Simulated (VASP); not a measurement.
# AlNi3 (Fm-3m) in VASP: further runs

AlNi3 is run at these levels: PBE; tasks: single point.

All numbers are computed with VASP 6.6.1; they aren't measurements. Logs are shortened: lines on timing, memory, paths and dates and some standing lists are left out, and cuts for length are marked.

### Step 1. The cell of the first run

It takes space group Fm-3m (No. 225, cubic). Conventional cell: a = 5.729 Å, b = 5.729 Å, c = 5.729 Å, α = 90.00°, β = 90.00°, γ = 90.00°. Al (site symmetry m-3m) has 14 Ni at 2.48 to 2.86 Å within 3.3 Å. Within 3.3 Å of Ni (site symmetry -43m) lie 4 Al at 2.48 Å and 10 Ni at 2.48 to 2.86 Å. Ni (site symmetry m-3m) has 8 Ni at 2.48 Å and 6 Al at 2.86 Å within 3.3 Å.

### Step 2. Single point, PBE (volume scaled by 1.03)

INCAR

```
SYSTEM = AlNi3
PREC = Accurate
ENCUT = 520
EDIFF = 1E-7
ISMEAR = 0
SIGMA = 0.1
LREAL = .FALSE.
LASPH = .TRUE.
NELM = 60
ALGO = Fast
ISIF = 2
LWAVE = .FALSE.
LCHARG = .TRUE.
GGA = PE
LELF = .TRUE.
LVHAR = .TRUE.
NBANDS = 24
```

KPOINTS

```
Automatic mesh
0
G
  14 14 14
  0 0 0
```

POSCAR

```
AlNi3
1.0
    0.0000000000      2.8642545797      2.8642545797
    2.8642545797      0.0000000000      2.8642545797
    2.8642545797      2.8642545797      0.0000000000
Al Ni
1 3
Direct
    0.5000000000      0.5000000000      0.5000000000
    0.2500000000      0.2500000000      0.2500000000
    0.0000000000      0.0000000000      0.0000000000
    0.7500000000      0.7500000000      0.7500000000
```

Potentials or basis: VASP PAW PBE potentials, release 64 (Al, Ni).

Run with:

```
cat potpaw_PBE.64/Al/POTCAR potpaw_PBE.64/Ni/POTCAR > POTCAR
mpirun -np 1 vasp_std > vasp.out
```

OUTCAR:

```text
SYSTEM = AlNi3
   PREC = Accurate
   ENCUT = 520
   EDIFF = 1E-7
   ISMEAR = 0
   LREAL = .FALSE.
   LASPH = .TRUE.
   NELM = 60
   ISIF = 2
   GGA = PE

 ion  position               nearest neighbor table
   1  0.500  0.500  0.500-   2 2.48   2 2.48   2 2.48   2 2.48   4 2.48   4 2.48   4 2.48   4 2.48
                             3 2.86   3 2.86   3 2.86   3 2.86   3 2.86   3 2.86
   2  0.250  0.250  0.250-   3 2.48   3 2.48   3 2.48   1 2.48   3 2.48   1 2.48   1 2.48   1 2.48
                             4 2.86   4 2.86   4 2.86   4 2.86   4 2.86   4 2.86
   3  0.000  0.000  0.000-   4 2.48   4 2.48   4 2.48   2 2.48   4 2.48   2 2.48   2 2.48   2 2.48
                             1 2.86   1 2.86   1 2.86   1 2.86   1 2.86   1 2.86
   4  0.750  0.750  0.750-   1 2.48   1 2.48   1 2.48   1 2.48   3 2.48   3 2.48   3 2.48   3 2.48
                             2 2.86   2 2.86   2 2.86   2 2.86   2 2.86   2 2.86

  LATTYP: Found a face centered cubic cell.
 ALAT       =     5.7285091594

  Lattice vectors:

 A1 = (   0.0000000000,   2.8642545797,   2.8642545797)
 A2 = (   2.8642545797,   0.0000000000,   2.8642545797)
 A3 = (   2.8642545797,   2.8642545797,   0.0000000000)

Analysis of symmetry for initial positions (statically):
=====================================================================
 Subroutine PRICEL returns:
 Original cell was already a primitive cell.

 Routine SETGRP: Setting up the symmetry group for a
 face centered cubic supercell.

 Subroutine GETGRP returns: Found 48 space group operations
 (whereof 48 operations were pure point group operations)
 out of a pool of 48 trial point group operations.

The static configuration has the point symmetry O_h .

Analysis of symmetry for dynamics (positions and initial velocities):
=====================================================================
 Subroutine PRICEL returns:
 Original cell was already a primitive cell.

 Routine SETGRP: Setting up the symmetry group for a
 face centered cubic supercell.

 Subroutine GETGRP returns: Found 48 space group operations
 (whereof 48 operations were pure point group operations)
 out of a pool of 48 trial point group operations.

The dynamic configuration has the point symmetry O_h .

 Subroutine INISYM returns: Found 48 space group operations
 (whereof 48 operations are pure point group operations),
 and found     1 'primitive' translations

----------------------------------------------------------------------------------------

                                     Primitive cell

  volume of cell :      46.9964

  direct lattice vectors                    reciprocal lattice vectors
     0.000000000  2.864254580  2.864254580    -0.174565489  0.174565489  0.174565489
     2.864254580  0.000000000  2.864254580     0.174565489 -0.174565489  0.174565489
     2.864254580  2.864254580  0.000000000     0.174565489  0.174565489 -0.174565489

  length of vectors
     4.050667673  4.050667673  4.050667673     0.302356295  0.302356295  0.302356295

  position of ions in fractional coordinates (direct lattice)
     0.500000000  0.500000000  0.500000000
     0.250000000  0.250000000  0.250000000
     0.000000000  0.000000000  0.000000000
     0.750000000  0.750000000  0.750000000

  ion indices of the primitive-cell ions
   primitive index   ion index
                 1           1
                 2           2
                 3           3
                 4           4

----------------------------------------------------------------------------------------

 KPOINTS: Automatic mesh

Automatic generation of k-mesh.
 Grid dimensions read from file:
 generate k-points for:   14   14   14

 Generating k-lattice:

  Cartesian coordinates                     Fractional coordinates (reciprocal lattice)
    -0.012468963  0.012468963  0.012468963     0.071428571  0.000000000  0.000000000
     0.012468963 -0.012468963  0.012468963     0.000000000  0.071428571  0.000000000
     0.012468963  0.012468963 -0.012468963     0.000000000  0.000000000  0.071428571

  Length of vectors
     0.021596878  0.021596878  0.021596878

  Shift w.r.t. Gamma in fractional coordinates (k-lattice)
     0.000000000  0.000000000  0.000000000

 Subroutine IBZKPT returns following result:
 ===========================================

 Found    104 irreducible k-points:

 Following reciprocal coordinates:
            Coordinates               Weight
  0.000000  0.000000  0.000000      1.000000
  0.071429  0.000000  0.000000      8.000000
  0.142857  0.000000  0.000000      8.000000
  0.214286  0.000000  0.000000      8.000000
  0.285714  0.000000  0.000000      8.000000
  0.357143  0.000000  0.000000      8.000000
[... 16 lines left out ...]
  0.214286  0.142857  0.000000     24.000000
  0.285714  0.142857  0.000000     24.000000
 [... further k-points ...]
   k-points           NKPTS =    104   k-points in BZ     NKDIM =    104   number of bands    NBANDS=     24
   number of dos      NEDOS =    301   number of ions     NIONS =      4
   total plane-waves  NPLWV =  27000
   dimension x,y,z NGX =    30 NGY =   30 NGZ =   30
   dimension x,y,z NGXF=    60 NGYF=   60 NGZF=   60
   ions per type =               1   3
   NGX,Y,Z   is equivalent  to a cutoff of  12.31, 12.31, 12.31 a.u.
   NGXF,Y,Z  is equivalent  to a cutoff of  24.62, 24.62, 24.62 a.u.
 SYSTEM =  AlNi3
   PREC   = accura    normal or accurate (medium, high low for compatibility)
   ISTART =      0    job   : 0-new  1-cont  2-samecut
   ICHARG =      2    charge: 1-file 2-atom 10-const
   ISPIN  =      1    spin polarized calculation?
   LNONCOLLINEAR =      F non collinear calculations
   LSORBIT =      F    spin-orbit coupling
   LASPH  =      T    aspherical Exc in radial PAW
   ENCUT  =  520.0 eV  38.22 Ry    6.18 a.u.   7.53  7.53  7.53*2*pi/ulx,y,z
   NELM   =     60;   NELMIN=  2; NELMDL= -5     # of ELM steps
   EDIFF  = 0.1E-06   stopping-criterion for ELM
   LREAL  =      F    real-space projection
   EDIFFG = 0.1E-05   stopping-criterion for IOM
   NSW    =      0    number of steps for IOM
   IBRION =     -1    ionic relax: 0-MD 1-quasi-New 2-CG
   NFREE  =      0    steps in history (QN), initial steepest desc. (CG)
   ISIF   =      2    stress and relaxation
   ISYM   =      2    0-nonsym 1-usesym 2-fastsym
   POTIM  = 0.5000    time-step for ionic-motion
   TEBEG  =    0.0;   TEEND  =   0.0 temperature during run
   PSTRESS=    0.0 pullay stress
   NELECT =      33.0000    total number of electrons
   NUPDOWN=      -1.0000    fix difference up-down
   EMIN   =  10.00;   EMAX   =-10.00  energy-range for DOS
   EFERMI =   0.00;   METHOD = LEGACY
   ISMEAR =     0;   SIGMA  =   0.10  broadening in eV -4-tet -1-fermi 0-gaus
   EFERMI_NEDOS =   21; number of points for ismear=-14 and -15
   IALGO  =     68    algorithm
   IMIX   =      4    mixing-type and parameters
     AMIX     =   0.40;   BMIX     =  1.00
     AMIX_MAG =   1.60;   BMIX_MAG =  1.00
  volume/ion in A,a.u.               =      11.75        79.29
  Fermi-wavevector in a.u.,A,eV,Ry     =   1.455094  2.749730 28.807615  2.117300
  Thomas-Fermi vector in A             =   2.572169
   LORBIT       =      0    0 simple, 1 ext, 2 COOP (PROOUT), +10 PAW based schemes
   GGA     = PE    functional components
   LHFCALC =     F    Hartree Fock is set to
   AEXX    =    0.0000 exact exchange contribution
   IVDW    =     0    specifies the selected vdW correction
   LEPSILON=     F    determine dielectric tensor
   LRPA    =     F    only Hartree local field effects (RPA)
 non-spin polarized calculation
 RMM-DIIS sequential band-by-band and
 Gauss-broadening in eV      SIGMA  =   0.10
  energy-cutoff  :      520.00
  volume of cell :       47.00
 maximum number of plane-waves:      1295
   NGX = 15   NGY = 15   NGZ = 15

 number of electron      32.9999966 magnetization

 Free energy of the ion-electron system (eV)
  ---------------------------------------------------
  ext. energy  EPLUGINS =         0.00000000
  ---------------------------------------------------
  free energy    TOTEN  =       -21.67437144 eV

  energy without entropy =      -21.65983763  energy(sigma->0) =      -21.66710453

 E-fermi :   9.0631     XC(G=0): -12.4614

 val. band max:        9.0543360631   @ k =  -0.4286   0.4286   0.0000
 cond. band min:       9.0761821100   @ k =   0.5000   0.4286   0.0000
 fundamental gap:      0.0218460469
 Fermi energy:         9.0630575528

 k-point     1 :       0.0000    0.0000    0.0000
  band No.  band energies     occupation
      1      -0.6704      2.00000
      2       5.8077      2.00000
      3       5.8077      2.00000
      4       5.8787      2.00000
      5       5.8787      2.00000
      6       5.8787      2.00000
[... 16 lines left out ...]
     23      15.5818      0.00000
     24      17.4461      0.00000

 k-point     2 :       0.0714    0.0000    0.0000
  band No.  band energies     occupation
      1      -0.5981      2.00000
      2       5.7590      2.00000
      3       5.7590      2.00000
      4       5.8371      2.00000
      5       5.9647      2.00000
      6       5.9647      2.00000
[... 16 lines left out ...]
     23      16.0437      0.00000
     24      17.2524      0.00000

 k-point     3 :       0.1429    0.0000    0.0000
  band No.  band energies     occupation
      1      -0.3824      2.00000
      2       5.7097      2.00000
      3       5.7238      2.00000
      4       5.7238      2.00000
      5       6.1067      2.00000
      6       6.1067      2.00000
[... 16 lines left out ...]
     23      16.5654      0.00000
     24      17.0659      0.00000
[... 514 lines left out ...]
 k-point    23 :       0.2143    0.1429    0.0000
  band No.  band energies     occupation
      1      -0.0273      2.00000
      2       5.2608      2.00000
      3       5.9592      2.00000
      4       5.9687      2.00000
      5       6.1495      2.00000
      6       6.1960      2.00000
[... 16 lines left out ...]
     23      16.4883      0.00000
     24      18.1380      0.00000

 k-point    24 :       0.2857    0.1429    0.0000
  band No.  band energies     occupation
      1       0.3672      2.00000
      2       5.0843      2.00000
      3       5.8486      2.00000
      4       5.9764      2.00000
      5       6.3054      2.00000
      6       6.3102      2.00000
[... 16 lines left out ...]
     23      16.4638      0.00000
     24      18.3109      0.00000

 [... further k-points ...]
[... 5 lines left out ...]
  --------------------------------------------------------------------------------------
  -------------------------------------------------------------------------------------
  Total       -1.4227456     -1.4227456     -1.4227456      0.0000000     -0.0000000      0.0000000
  in kB      -48.5034904    -48.5034904    -48.5034904      0.0000000     -0.0000000      0.0000000
  external PRESSURE =     -48.5034904 kB  Pullay stress =       0.0000000 kB

 VOLUME and BASIS-vectors are now :
 -----------------------------------------------------------------------------
  energy-cutoff  :      520.00
  volume of cell :       47.00
      direct lattice vectors                 reciprocal lattice vectors
     0.000000000  2.864254580  2.864254580    -0.174565489  0.174565489  0.174565489
     2.864254580  0.000000000  2.864254580     0.174565489 -0.174565489  0.174565489
     2.864254580  2.864254580  0.000000000     0.174565489  0.174565489 -0.174565489

 POSITION                                       TOTAL-FORCE (eV/Angst)
 -----------------------------------------------------------------------------------
      2.86425      2.86425      2.86425         0.000000     -0.000000      0.000000
      1.43213      1.43213      1.43213        -0.000000     -0.000000     -0.000000
      0.00000      0.00000      0.00000         0.000000     -0.000000      0.000000
      4.29638      4.29638      4.29638         0.000000      0.000000      0.000000
 -----------------------------------------------------------------------------------
    total drift:                                0.000000     -0.000000      0.000000

  FREE ENERGIE OF THE ION-ELECTRON SYSTEM (eV)
  ---------------------------------------------------
  free  energy   TOTEN  =       -21.6743714442 eV

  energy  without entropy=      -21.6598376253  energy(sigma->0) =      -21.66710453
```

Wall time 67 s (1 thread of Intel Xeon 6975P-C (Granite Rapids), shared host); peak memory 0.23 GiB.

Results:

- Free energy: -21.6744 eV
- Pressure: -4.9 GPa

Levels at points of the mesh, in eV from the Fermi level:
| k point | band 14 | band 15 | band 16 | band 17 | band 18 | band 19 |
| --- | --- | --- | --- | --- | --- | --- |
| (0.00, 0.00, 0.00) | -0.52 | -0.48 | -0.48 | 5.27 | 5.27 | 5.27 |
| (0.50, 0.00, 0.00) | -0.59 | -0.44 | -0.44 | -0.14 | 4.20 | 4.20 |
| (0.50, 0.50, 0.00) | -0.68 | -0.54 | -0.36 | -0.32 | -0.32 | -0.05 |

### Step 3. Single point, PBE (volume scaled by 1.06)

INCAR

```
  PREC = Accurate
  ENCUT = 520
  EDIFF = 1E-6
  ISMEAR = 0
  SIGMA = 0.1
  LREAL = False
  LASPH = True
  NELM = 60
  ALGO = Normal
  ISIF = 2
  LWAVE = False
  LCHARG = True
  GGA = PE
  LELF = True
  LVHAR = True
  NBANDS = 24
```

KPOINTS

```
regular mesh
0
Gamma
  14 14 14
```

POSCAR

```
AlNi3
1.0
    0.0000000000      2.8917971787      2.8917971787
    2.8917971787      0.0000000000      2.8917971787
    2.8917971787      2.8917971787      0.0000000000
Al Ni
1 3
Direct
    0.5000000000      0.5000000000      0.5000000000
    0.2500000000      0.2500000000      0.2500000000
    0.0000000000      0.0000000000      0.0000000000
    0.7500000000      0.7500000000      0.7500000000
```

Potentials or basis: VASP PAW PBE potentials, release 64 (Al, Ni).

Run with:

```
cat potpaw_PBE.64/Al/POTCAR potpaw_PBE.64/Ni/POTCAR > POTCAR
mpirun -np 1 vasp_std > vasp.out
```

Wall time 56 s (1 thread of Intel Xeon 6975P-C (Granite Rapids), shared host); peak memory 0.23 GiB.

Results (log left out):

* Free energy: -21.6140 eV
* Pressure: -9.0 GPa

Levels at points of the mesh, in eV from the Fermi level:
| k point | band 14 | band 15 | band 16 | band 17 | band 18 | band 19 |
| --- | --- | --- | --- | --- | --- | --- |
| (0.00, 0.00, 0.00) | -0.50 | -0.46 | -0.46 | 5.19 | 5.19 | 5.19 |
| (0.50, 0.00, 0.00) | -0.57 | -0.42 | -0.42 | -0.13 | 4.14 | 4.14 |
| (0.50, 0.50, 0.00) | -0.66 | -0.52 | -0.35 | -0.31 | -0.31 | -0.05 |

 Spin polarisation is off, so any magnetic state and its effect on volume and gap are missing.
